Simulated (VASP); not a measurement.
# MgO in VASP: notebook

Runs on MgO. Level: r2SCAN. Tasks: single point.

Everything below comes from runs of VASP 6.6.1. Logs are shortened: lines on timing, memory, paths and dates and some standing lists are left out, and cuts for length are marked.

### 1 The cell of the first run

The cell holds a slab with vacuum, 16 atoms: a = 2.973 Å, b = 4.204 Å, c = 25.405 Å, α = 90.00°, β = 90.00°, γ = 90.00°.

### 2 Single point, r2SCAN

The input, POSCAR:

```
MgO
1.0
    2.9728306116      0.0000000000      0.0000000000
    0.0000000000      4.2042173696      0.0000000000
    0.0000000000      0.0000000000     25.4049071407
Mg O
8 8
Direct
    0.5000000000      0.5000000000      0.2952185559
    0.0000000000      0.0000000000      0.3537275400
    0.5000000000      0.5000000000      0.4122365240
    0.0000000000      0.0000000000      0.4707455080
    0.5000000000      0.5000000000      0.5292544920
    0.0000000000      0.0000000000      0.5877634760
    0.5000000000      0.5000000000      0.6462724600
    0.0000000000      0.0000000000      0.7047814441
    0.5000000000      0.0000000000      0.2952185559
    0.0000000000      0.5000000000      0.3537275400
    0.5000000000      0.0000000000      0.4122365240
    0.0000000000      0.5000000000      0.4707455080
    0.5000000000      0.0000000000      0.5292544920
    0.0000000000      0.5000000000      0.5877634760
    0.5000000000      0.0000000000      0.6462724600
    0.0000000000      0.5000000000      0.7047814441
```

The input, INCAR.step1:

```
SYSTEM = MgO
PREC = Accurate
ENCUT = 520
ISMEAR = 0
SIGMA = 0.05
LREAL = Auto
LASPH = .True.
NELM = 100
LDIPOL = .True.
IDIPOL = 3
DIPOL = 0.5 0.5 0.500
NBANDS = 46
GGA = PE
ALGO = Normal
EDIFF = 1E-4
LWAVE = .True.
LCHARG = .False.
```

The input, INCAR.step2:

```
SYSTEM = MgO
PREC = Accurate
ENCUT = 520
EDIFF = 1E-6
ISMEAR = 0
SIGMA = 0.05
LREAL = Auto
LASPH = .True.
NELM = 100
ALGO = Normal
ISIF = 2
LWAVE = .False.
LCHARG = .True.
LDIPOL = .True.
IDIPOL = 3
DIPOL = 0.5 0.5 0.500
METAGGA = R2SCAN
LMIXTAU = .True.
LELF = .True.
LVHAR = .True.
LVACPOTAV = .True.
NBANDS = 46
ISTART = 1
```

The input, KPOINTS:

```
Automatic mesh
0
Gamma
  9 6 1
  0 0 0
```

Potentials or basis: VASP PAW PBE potentials, release 64 (Mg, O).

Command:

```sh
cat potpaw_PBE.64/Mg/POTCAR potpaw_PBE.64/O/POTCAR > POTCAR
cp INCAR.step1 INCAR
mpirun -np 1 vasp_std > vasp.out
cp INCAR.step2 INCAR
mpirun -np 1 vasp_std > vasp.out
```

OUTCAR:

```text
SYSTEM = MgO
   PREC = Accurate
   ENCUT = 520
   EDIFF = 1E-6
   ISMEAR = 0
   LREAL = Auto
   LASPH = .True.
   NELM = 100
   ISIF = 2
   METAGGA = R2SCAN
   ISTART = 1

 ion  position               nearest neighbor table
   1  0.500  0.500  0.295-   9 2.10   9 2.10  10 2.10  10 2.10   2 2.97   2 2.97   2 2.97   2 2.97
                             3 2.97
   2  0.000  0.000  0.354-  11 2.10  11 2.10  10 2.10  10 2.10   9 2.10   9 2.10   4 2.97   3 2.97
                             3 2.97   3 2.97   3 2.97   1 2.97   1 2.97   1 2.97   1 2.97
   3  0.500  0.500  0.412-  10 2.10  12 2.10  10 2.10  12 2.10  11 2.10  11 2.10   5 2.97   4 2.97
                             2 2.97   2 2.97   4 2.97   4 2.97   2 2.97   2 2.97   4 2.97   1 2.97
   4  0.000  0.000  0.471-  11 2.10  13 2.10  11 2.10  13 2.10  12 2.10  12 2.10   2 2.97   6 2.97
                             5 2.97   3 2.97   3 2.97   5 2.97   5 2.97   3 2.97   3 2.97   5 2.97
   5  0.500  0.500  0.529-  12 2.10  14 2.10  12 2.10  14 2.10  13 2.10  13 2.10   3 2.97   7 2.97
                             6 2.97   4 2.97   4 2.97   6 2.97   6 2.97   4 2.97   4 2.97   6 2.97
   6  0.000  0.000  0.588-  13 2.10  15 2.10  13 2.10  15 2.10  14 2.10  14 2.10   4 2.97   7 2.97
                             7 2.97   5 2.97   7 2.97   5 2.97   5 2.97   5 2.97   7 2.97   8 2.97
   7  0.500  0.500  0.646-  14 2.10  14 2.10  15 2.10  15 2.10  16 2.10  16 2.10   5 2.97   6 2.97
                             6 2.97   6 2.97   6 2.97   8 2.97   8 2.97   8 2.97   8 2.97
   8  0.000  0.000  0.705-  16 2.10  16 2.10  15 2.10  15 2.10   7 2.97   7 2.97   7 2.97   7 2.97
                             6 2.97
   9  0.500  0.000  0.295-   1 2.10   1 2.10   2 2.10   2 2.10
  10  0.000  0.500  0.354-   3 2.10   3 2.10   2 2.10   2 2.10   1 2.10   1 2.10
  11  0.500  0.000  0.412-   2 2.10   4 2.10   2 2.10   4 2.10   3 2.10   3 2.10
  12  0.000  0.500  0.471-   3 2.10   5 2.10   3 2.10   5 2.10   4 2.10   4 2.10
  13  0.500  0.000  0.529-   4 2.10   6 2.10   4 2.10   6 2.10   5 2.10   5 2.10
  14  0.000  0.500  0.588-   5 2.10   7 2.10   5 2.10   7 2.10   6 2.10   6 2.10
  15  0.500  0.000  0.646-   6 2.10   6 2.10   7 2.10   7 2.10   8 2.10   8 2.10
  16  0.000  0.500  0.705-   8 2.10   8 2.10   7 2.10   7 2.10

  LATTYP: Found a simple orthorhombic cell.
 ALAT       =     2.9728306116
 B/A-ratio  =     1.4142135624
 C/A-ratio  =     8.5456961596

  Lattice vectors:

 A1 = (   2.9728306116,   0.0000000000,   0.0000000000)
 A2 = (   0.0000000000,   4.2042173696,   0.0000000000)
 A3 = (   0.0000000000,   0.0000000000,  25.4049071407)

Analysis of symmetry for initial positions (statically):
=====================================================================
 Subroutine PRICEL returns:
 Original cell was already a primitive cell.

 Routine SETGRP: Setting up the symmetry group for a
 simple orthorhombic supercell.

 Subroutine GETGRP returns: Found  8 space group operations
 (whereof  4 operations were pure point group operations)
 out of a pool of  8 trial point group operations.

The static configuration has the point symmetry C_2v.
 The point group associated with its full space group is D_2h.

Analysis of symmetry for dynamics (positions and initial velocities):
=====================================================================
 Subroutine PRICEL returns:
 Original cell was already a primitive cell.

 Routine SETGRP: Setting up the symmetry group for a
 simple orthorhombic supercell.

 Subroutine GETGRP returns: Found  8 space group operations
 (whereof  4 operations were pure point group operations)
 out of a pool of  8 trial point group operations.

The dynamic configuration has the point symmetry C_2v.
 The point group associated with its full space group is D_2h.

 Subroutine INISYM returns: Found  8 space group operations
 (whereof  4 operations are pure point group operations),
 and found     1 'primitive' translations

----------------------------------------------------------------------------------------

                                     Primitive cell

  volume of cell :     317.5214

  direct lattice vectors                    reciprocal lattice vectors
     2.972830612  0.000000000  0.000000000     0.336379744  0.000000000  0.000000000
     0.000000000  4.204217370  0.000000000     0.000000000  0.237856398  0.000000000
     0.000000000  0.000000000 25.404907141     0.000000000  0.000000000  0.039362474

  length of vectors
     2.972830612  4.204217370 25.404907141     0.336379744  0.237856398  0.039362474

  position of ions in fractional coordinates (direct lattice)
     0.500000000  0.500000000  0.295218556
     0.000000000  0.000000000  0.353727540
     0.500000000  0.500000000  0.412236524
     0.000000000  0.000000000  0.470745508
     0.500000000  0.500000000  0.529254492
     0.000000000  0.000000000  0.587763476
[... 47 lines left out ...]

  Shift w.r.t. Gamma in fractional coordinates (k-lattice)
     0.000000000  0.000000000  0.000000000

 Subroutine IBZKPT returns following result:
 ===========================================

 Found     20 irreducible k-points:

 Following reciprocal coordinates:
            Coordinates               Weight
  0.000000  0.000000  0.000000      1.000000
  0.111111  0.000000  0.000000      2.000000
  0.222222  0.000000  0.000000      2.000000
  0.333333  0.000000  0.000000      2.000000
  0.444444  0.000000  0.000000      2.000000
  0.000000  0.166667  0.000000      2.000000
[... 12 lines left out ...]
  0.333333  0.500000  0.000000      2.000000
  0.444444  0.500000  0.000000      2.000000
   k-points           NKPTS =     20   k-points in BZ     NKDIM =     20   number of bands    NBANDS=     46
   number of dos      NEDOS =    301   number of ions     NIONS =     16
   total plane-waves  NPLWV = 147456
   dimension x,y,z NGX =    24 NGY =   32 NGZ =  192
   dimension x,y,z NGXF=    48 NGYF=   64 NGZF=  384
   ions per type =               8   8
   NGX,Y,Z   is equivalent  to a cutoff of  13.42, 12.65, 12.56 a.u.
   NGXF,Y,Z  is equivalent  to a cutoff of  26.84, 25.31, 25.13 a.u.
 SYSTEM =  MgO
   PREC   = accura    normal or accurate (medium, high low for compatibility)
   ISTART =      1    job   : 0-new  1-cont  2-samecut
   ICHARG =      0    charge: 1-file 2-atom 10-const
   ISPIN  =      1    spin polarized calculation?
   LNONCOLLINEAR =      F non collinear calculations
   LSORBIT =      F    spin-orbit coupling
   LASPH  =      T    aspherical Exc in radial PAW
   ENCUT  =  520.0 eV  38.22 Ry    6.18 a.u.   5.53  7.82 47.24*2*pi/ulx,y,z
   NELM   =    100;   NELMIN=  2; NELMDL=  0     # of ELM steps
   EDIFF  = 0.1E-05   stopping-criterion for ELM
   LREAL  =      T    real-space projection
   EDIFFG = 0.1E-04   stopping-criterion for IOM
   NSW    =      0    number of steps for IOM
   IBRION =     -1    ionic relax: 0-MD 1-quasi-New 2-CG
   NFREE  =      0    steps in history (QN), initial steepest desc. (CG)
   ISIF   =      2    stress and relaxation
   ISYM   =      2    0-nonsym 1-usesym 2-fastsym
   POTIM  = 0.5000    time-step for ionic-motion
   TEBEG  =    0.0;   TEEND  =   0.0 temperature during run
   PSTRESS=    0.0 pullay stress
   NELECT =      64.0000    total number of electrons
   NUPDOWN=      -1.0000    fix difference up-down
   EMIN   =  10.00;   EMAX   =-10.00  energy-range for DOS
   EFERMI =   0.00;   METHOD = LEGACY
   ISMEAR =     0;   SIGMA  =   0.05  broadening in eV -4-tet -1-fermi 0-gaus
   EFERMI_NEDOS =   21; number of points for ismear=-14 and -15
   IALGO  =     38    algorithm
   IMIX   =      4    mixing-type and parameters
     AMIX     =   0.40;   BMIX     =  1.00
     AMIX_MAG =   1.60;   BMIX_MAG =  1.00
  volume/ion in A,a.u.               =      19.85       133.92
  Fermi-wavevector in a.u.,A,eV,Ry     =   0.959866  1.813883 12.535623  0.921342
  Thomas-Fermi vector in A             =   2.089100
   LORBIT       =      0    0 simple, 1 ext, 2 COOP (PROOUT), +10 PAW based schemes
   METAGGA = R2SCAN    functional components
   LHFCALC =     F    Hartree Fock is set to
   AEXX    =    0.0000 exact exchange contribution
   IVDW    =     0    specifies the selected vdW correction
   LEPSILON=     F    determine dielectric tensor
   LRPA    =     F    only Hartree local field effects (RPA)
 non-spin polarized calculation
 Gauss-broadening in eV      SIGMA  =   0.05
  energy-cutoff  :      520.00
  volume of cell :      317.52
 maximum number of plane-waves:      8647
 NGX is ok and might be reduce to    24
   NGX = 11   NGY = 15   NGZ = 95

 number of electron      63.9999983 magnetization

 dipolmoment           0.000000      0.000000      0.000000 electrons x Angstroem

 Free energy of the ion-electron system (eV)
  ---------------------------------------------------
  ext. energy  EPLUGINS =         0.00000000
  ---------------------------------------------------
  free energy    TOTEN  =      -125.08890483 eV

  energy without entropy =     -125.08890483  energy(sigma->0) =     -125.08890483

 E-fermi :  -0.1320     XC(G=0):  -6.0778

 val. band max:       -0.4178913064   @ k =   0.0000   0.0000   0.0000
 cond. band min:       1.6785201809   @ k =   0.0000   0.0000   0.0000
 fundamental gap:      2.0964114873
 Fermi energy:        -0.1319962630

 k-point     1 :       0.0000    0.0000    0.0000
  band No.  band energies     occupation
      1     -19.7553      2.00000
      2     -19.4811      2.00000
      3     -19.1036      2.00000
      4     -18.6728      2.00000
      5     -18.3827      2.00000
      6     -18.3330      2.00000
[... 929 lines left out ...]
     43       9.5102      0.00000
     44       9.5102      0.00000
 [bands above 44 left out]

------------------------ aborting loop because EDIFF is reached ----------------------------------------

  FORCE on cell =-STRESS in cart. coord.  units (eV):
  Direction    XX          YY          ZZ          XY          YZ          ZX
  --------------------------------------------------------------------------------------
  -------------------------------------------------------------------------------------
  Total        4.2799737    -14.0858261     -4.8990221      0.0000000      0.0000000      0.0000000
  in kB       21.5962698    -71.0755068    -24.7199189      0.0000000      0.0000000      0.0000000
  external PRESSURE =     -24.7330520 kB  Pullay stress =       0.0000000 kB

 VOLUME and BASIS-vectors are now :
 -----------------------------------------------------------------------------
  energy-cutoff  :      520.00
  volume of cell :      317.52
      direct lattice vectors                 reciprocal lattice vectors
     2.972830612  0.000000000  0.000000000     0.336379744  0.000000000  0.000000000
     0.000000000  4.204217370  0.000000000     0.000000000  0.237856398  0.000000000
     0.000000000  0.000000000 25.404907141     0.000000000  0.000000000  0.039362474

 POSITION                                       TOTAL-FORCE (eV/Angst)
 -----------------------------------------------------------------------------------
      1.48642      2.10211      7.50000         0.000000      0.000000      1.307216
      0.00000      0.00000      8.98642         0.000000      0.000000     -1.015634
      1.48642      2.10211     10.47283         0.000000      0.000000      0.035911
      0.00000      0.00000     11.95925         0.000000      0.000000     -0.025604
      1.48642      2.10211     13.44566         0.000000      0.000000      0.025604
      0.00000      0.00000     14.93208         0.000000      0.000000     -0.035911
[... 8 lines left out ...]
      1.48642      0.00000     16.41849         0.000000      0.000000      0.617002
      0.00000      2.10211     17.90491         0.000000      0.000000     -0.211289
 -----------------------------------------------------------------------------------
    total drift:                                0.000000      0.000000      0.000000

  FREE ENERGIE OF THE ION-ELECTRON SYSTEM (eV)
  ---------------------------------------------------
  free  energy   TOTEN  =      -125.0889048321 eV

  energy  without entropy=     -125.0889048321  energy(sigma->0) =     -125.08890483

 vacuum level on the upper side and lower side of the slab         3.887         3.887
```

Wall time 44 min (1 thread of Oxide Virtual Turin-like, shared host); peak memory 0.49 GiB.

What came out:

* Free energy: -125.0889 eV
* Largest force: 1.307 eV/Å
* Band gap on the k mesh: 2.10 eV

Forces on the atoms (eV/Å):
```
Mg   0.000  0.000  1.307
Mg   0.000  0.000 -1.016
Mg   0.000  0.000  0.036
Mg   0.000  0.000 -0.026
Mg   0.000  0.000  0.026
Mg   0.000  0.000 -0.036
Mg   0.000  0.000  1.016
Mg   0.000  0.000 -1.307
O    0.000  0.000  0.211
O    0.000  0.000 -0.617
O    0.000  0.000  0.210
O    0.000  0.000 -0.066
O    0.000  0.000  0.066
O    0.000  0.000 -0.210
O    0.000  0.000  0.617
O    0.000  0.000 -0.211
```

Caveat: the PAW data sets were made with another functional, which shifts forces and pressure a little.

### 3 Single point, r2SCAN

The input, POSCAR:

```
MgO
1.0
    2.9728306116      0.0000000000      0.0000000000
    0.0000000000      4.2042173696      0.0000000000
    0.0000000000      0.0000000000     25.4049071407
Mg O
8 8
Direct
    0.5000000000      0.5000000000      0.3003857023
    0.0000000000      0.0000000000      0.3507781172
    0.5000000000      0.5000000000      0.4133389988
    0.0000000000      0.0000000000      0.4701206909
    0.5000000000      0.5000000000      0.5298793049
    0.0000000000      0.0000000000      0.5866609974
    0.5000000000      0.5000000000      0.6492218799
    0.0000000000      0.0000000000      0.6996142979
    0.5000000000      0.0000000000      0.2971275935
    0.0000000000      0.5000000000      0.3529949303
    0.5000000000      0.0000000000      0.4124767579
    0.0000000000      0.5000000000      0.4706487925
    0.5000000000      0.0000000000      0.5293512107
    0.0000000000      0.5000000000      0.5875232463
    0.5000000000      0.0000000000      0.6470050714
    0.0000000000      0.5000000000      0.7028724081
```

The input, INCAR.step1:

```
PREC = Accurate
ENCUT = 520
ISMEAR = 0
SIGMA = 0.05
LREAL = Auto
LASPH = T
NELM = 60
LDIPOL = T
IDIPOL = 3
DIPOL = 0.5 0.5 0.500
NBANDS = 46
GGA = PE
ALGO = Normal
EDIFF = 1E-4
LWAVE = T
LCHARG = F
```

The input, INCAR.step2:

```
PREC = Accurate
ENCUT = 520
EDIFF = 1E-6
ISMEAR = 0
SIGMA = 0.05
LREAL = Auto
LASPH = T
NELM = 60
ALGO = Normal
ISIF = 2
LWAVE = F
LCHARG = T
LDIPOL = T
IDIPOL = 3
DIPOL = 0.5 0.5 0.500
METAGGA = R2SCAN
LMIXTAU = T
LELF = T
LVHAR = T
LVACPOTAV = T
NBANDS = 46
ISTART = 1
```

The input, KPOINTS:

```
regular mesh
0
Gamma
  9 6 1
```

Potentials or basis: VASP PAW PBE potentials, release 64 (Mg, O).

Command:

```sh
cat potpaw_PBE.64/Mg/POTCAR potpaw_PBE.64/O/POTCAR > POTCAR
cp INCAR.step1 INCAR
mpirun -np 1 vasp_std > vasp.out
cp INCAR.step2 INCAR
mpirun -np 1 vasp_std > vasp.out
```

It took 47 min on 1 thread of Oxide Virtual Turin-like, shared host; peak memory 0.48 GiB.

Results (log left out):

| Quantity | Value |
| --- | --- |
| Free energy | -125.3799 eV |
| Largest force | 0.062 eV/Å |
| Band gap on the k mesh | 2.70 eV |

Forces in eV/Å, atoms in the order of the input:
```
Mg   0.000  0.000  0.062
Mg   0.000  0.000  0.016
Mg   0.000  0.000 -0.019
Mg   0.000  0.000  0.007
Mg   0.000  0.000 -0.007
Mg   0.000  0.000  0.019
Mg   0.000  0.000 -0.016
Mg   0.000  0.000 -0.062
O    0.000  0.000 -0.004
O    0.000  0.000  0.004
O    0.000  0.000  0.008
O    0.000  0.000  0.005
O    0.000  0.000 -0.005
O    0.000  0.000 -0.008
O    0.000  0.000 -0.004
O    0.000  0.000  0.004
```

Levels at points of the mesh, in eV from the valence-band top:
```tsv
k point	band 30	band 31	band 32	band 33	band 34	band 35
(0.00, 0.00, 0.00)	-0.99	0.00	0.00	2.70	2.78	4.86
(0.00, 0.50, 0.00)	-0.97	-0.10	-0.10	3.85	3.85	6.60
```

Caveat: the PAW data sets were made with another functional, which shifts forces and pressure a little.
